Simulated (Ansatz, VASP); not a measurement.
Cu5Mo: VASP beside Ansatz

```
Cu Mo
1.0
     4.70875    0.00000    0.00000
    -2.35437    4.07790    0.00000
     0.00000    0.00000    4.11690
Cu Mo
5 1
Direct
  0.50000 0.00000 0.50000
  0.50000 0.50000 0.50000
  0.00000 0.50000 0.50000
  0.33333 0.66667 0.00000
  0.66667 0.33333 0.00000
  0.00000 0.00000 0.00000
```

Change from the starting cell: species swapped into the LuNi5 type (P6/mmm, No. 191).

Alike in both runs: functional PBE; k mesh 6 × 6 × 4; occupations gaussian, width 0.1 eV; no spin polarisation.

Ansatz relaxed the structure, and its values are those at the end. VASP's run is a single point on that final structure, the one shown.

|  | VASP | Ansatz |
| --- | --- | --- |
| version | VASP 6.6.1 | Ansatz 0.2.0 |
| potentials or method | VASP PAW PBE potentials, release 64 (Cu, Mo_sv), cutoff 520 eV | scalar-relativistic, plane waves, PAW |
| valence electrons in the cell | 69 | 109 |

Ansatz gave:

* gap on the k mesh at the Fermi level (eV): none
* pressure (GPa): 0.0

What did VASP give for the same quantities?

gap on the k mesh at the Fermi level (eV): none; pressure (GPa): 0.7.

A gap of «none» marks a metal or a gap that the smearing closes. The functional is the same, so the differences come from potentials, cutoffs and numerics. VASP's potentials hold 69 valence electrons a cell and Ansatz's 109, so a difference there can come from the potentials and not from the codes.

The k mesh is coarse, so the values compare programs but aren't converged.
